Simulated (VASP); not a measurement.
## SiO2: single point with PBE

SiO2:

```
Si O
1.0
    -4.50526    4.50526    2.63651
     4.50526   -4.50526    2.63651
     4.50526    4.50526   -2.63651
Si O
4 8
Direct
  0.17693 0.17693 0.35386
  0.82307 0.17693 0.00000
  0.17693 0.82307 0.00000
  0.82307 0.82307 0.64614
  0.50000 0.50000 0.50000
  0.00000 0.50000 0.00000
  0.50000 0.00000 0.00000
  0.00000 0.00000 0.50000
  0.00000 0.20945 0.20945
  0.79055 0.00000 0.79055
  0.20945 0.00000 0.20945
  0.00000 0.79055 0.79055
```

```
Program                : VASP 6.6.1
Task                   : single point
Functional             : PBE
Potentials or basis    : VASP PAW PBE potentials, release 64 (Si, O)
Cutoff                 : 520 eV
k mesh                 : 6 × 6 × 6
Occupations            : gaussian, width 0.02 eV
Spin                   : no spin polarisation
Dipole correction      : no
Further INCAR settings : ALGO = Normal; EDIFF = 1e-07; NBANDS = 44
```

```
Pressure               : 0.0 GPa
Largest force          : 0.023 eV/Å
Band gap on the k mesh : 5.36 eV, indirect (the least direct gap lies 1.9 meV higher)
```

Forces in eV/Å, atoms in the order of the input:
```
Si   0.016  0.016  0.000
Si   0.016 -0.016  0.000
Si  -0.016  0.016  0.000
Si  -0.016 -0.016  0.000
O    0.000  0.000  0.000
O    0.000  0.000  0.000
O    0.000  0.000  0.000
O    0.000  0.000  0.000
O   -0.012  0.000  0.000
O    0.000  0.012  0.000
O    0.000 -0.012  0.000
O    0.012  0.000  0.000
```

Levels at points of the mesh, in eV from the valence-band top:
```tsv
k point	band 29	band 30	band 31	band 32	band 33	band 34	band 35	band 36
(0.00, 0.00, 0.00)	-0.82	-0.65	-0.01	0.00	5.36	8.25	8.40	8.61
(0.50, 0.00, 0.00)	-1.07	-0.74	-0.57	-0.25	7.50	7.69	8.59	8.69
(0.50, 0.50, 0.00)	-0.44	-0.38	-0.37	-0.24	6.49	6.89	8.48	8.75
(0.50, 0.50, 0.50)	-0.98	-0.19	0.00	0.00	7.44	7.44	7.56	8.02
```

It took 15 min on 1 thread of Intel Xeon 8259CL, with other jobs on the host, peak memory 0.5 GiB.

A k mesh can miss the band edges.
